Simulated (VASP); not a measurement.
A run of VASP 6.6.1 is set up as follows.

The input INCAR:

```
SYSTEM = Cs
PREC     = Accurate       ! precision mode
ENCUT    = 520            ! plane-wave cutoff, eV
EDIFF    = 1E-6           ! SCF threshold, eV
ISMEAR   = -1             ! smearing method
SIGMA    = 0.1            ! smearing width, eV
LREAL    = .False.        ! projectors in reciprocal space
LASPH    = .True.         ! aspherical terms in the spheres
NELM     = 60             ! most SCF steps
ALGO     = Normal         ! electronic algorithm
ISIF     = 2              ! what is computed and relaxed
LWAVE    = .False.        ! write WAVECAR
LCHARG   = .True.         ! write CHGCAR
GGA      = PE             ! functional
LELF     = .True.         ! ELF
LVHAR    = .True.       
NBANDS   = 26             ! bands
```

File KPOINTS:

```
Automatic mesh
0
Gamma
  5 5 2
  0 0 0
```

File POSCAR:

```
Cs
1.0
    2.0133180000      3.4871660000      0.0000000000
   -2.0133180000      3.4871660000      0.0000000000
    0.0000000000      0.0000000000     13.0396230000
Cs
4
Direct
    0.0000000000      0.0000000000      0.0000000000
    0.0000000000      0.0000000000      0.5000000000
    0.3333300000      0.3333400000      0.7500000000
    0.6666600000      0.6666700000      0.2500000000
```

Potentials or basis: VASP PAW PBE potentials, release 64 (Cs_sv).

Command:

```sh
$ cat potpaw_PBE.64/Cs_sv/POTCAR > POTCAR
$ mpirun -np 1 vasp_std > vasp.out
```

Task: What does it give for the band gap on the k mesh?

Result: Zero (bands 18 and 19 overlap by 0.79 eV).

Task: Estimate the pressure.

Result: 5.4 GPa.

Stress tensor (GPa, compression positive):
```
5.24 0.00 0.00
0.00 5.24 0.00
0.00 0.00 5.80
```

Caveat: the k points lie up to 0.36 Å⁻¹ apart, too coarse for converged energies and pressures of a metal; spin-orbit coupling is left out, which moves the levels of the heavy elements.
